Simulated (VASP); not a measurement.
Here is a VASP 6.6.1 calculation.

The input INCAR:

```
PREC = Accurate ; ENCUT = 520
EDIFF = 1E-8 ; ISMEAR = -1
SIGMA = 0.05 ; LREAL = False
LASPH = True ; NELM = 60
ALGO = Normal ; ISIF = 2
LWAVE = False ; LCHARG = False
GGA = PE ; LEFG = True
NBANDS = 12
```

Contents of KPOINTS:

```
regular mesh
0
Gamma
  9 9 14
```

POSCAR

```
Be
1.0
    3.6961751708      0.0000000000      0.0000000000
    0.0000000000      3.6961751708      0.0000000000
    0.0000000000      0.0000000000      2.2504481124
Be
4
Direct
    0.2974080000      0.2974080000      0.0000000000
    0.7025920000      0.7025920000      0.0000000000
    0.2025920000      0.7974080000      0.5000000000
    0.7974080000      0.2025920000      0.5000000000
```

Potentials or basis: VASP PAW PBE potentials, release 64 (Be).

Launch:

```sh
$ cat potpaw_PBE.64/Be/POTCAR > POTCAR
$ mpirun -np 1 vasp_std > vasp.out
```

Question: What does it give for the pressure?

Answer: 5.4 GPa.

Question: Predict the band gap on the k mesh.

Answer: Zero (band 4 reaches 8.16 eV, above the bottom of band 5 at 6.16 eV).

Stress tensor (GPa, compression positive):
```
5.65 0.00 0.00
0.00 5.65 0.00
0.00 0.00 4.83
```

Caveat: without QUAD_EFG the Cq values of the log hold for a quadrupole moment of 1 mb, not for the nuclei.
